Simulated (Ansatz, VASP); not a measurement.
**Two plane-wave programs on Ca2BO6**

```xyz
9
Lattice="0.0000 3.5610 3.5610 3.5610 0.0000 3.5610 3.5610 3.5610 0.0000" Properties=species:S:1:pos:R:3 pbc="T T T"
Ca    1.7805    1.7805    1.7805
Ca    5.3415    5.3415    5.3415
B     0.0000    0.0000    0.0000
O     1.7564    3.5610    3.5610
O     3.5610    1.7564    3.5610
O     3.5610    3.5610    1.7564
O     5.3656    3.5610    3.5610
O     3.5610    5.3656    3.5610
O     3.5610    3.5610    5.3656
```

Alike in both runs: task relaxation of cell and atoms; functional PBE; k mesh 4 × 4 × 4; occupations gaussian, width 0.1 eV; collinear spin.

|  | VASP | Ansatz |
| --- | --- | --- |
| version | VASP 6.6.1 | Ansatz 0.2.0 |
| potentials or method | VASP PAW PBE potentials, release 64 (Ca_sv, B, O), cutoff 600 eV | scalar-relativistic, plane waves, PAW |
| valence electrons in the cell | 59 | 59 |

|  | VASP | Ansatz | Ansatz less VASP |
| --- | --- | --- | --- |
| gap on the k mesh at the Fermi level, each at its own relaxed structure (eV) | none | none | - |
| net moment per atom (μB) | 0.56 | 0.56 | 0.000 |
| size of the moment on the site where the two differ most (μB) | 0.73 | 0.67 | -0.053 |
| relaxed volume (Å³/atom) | 10.75 | 10.67 | -0.078 |
| relaxed cell length with the largest relative difference (Å) | 5.153 | 5.140 | -0.0125 |

Site moments also hang on the region over which each program counts them. A gap of «none» marks a metal or a gap that the smearing closes.

The k mesh is coarse, so the values compare programs but aren't converged.
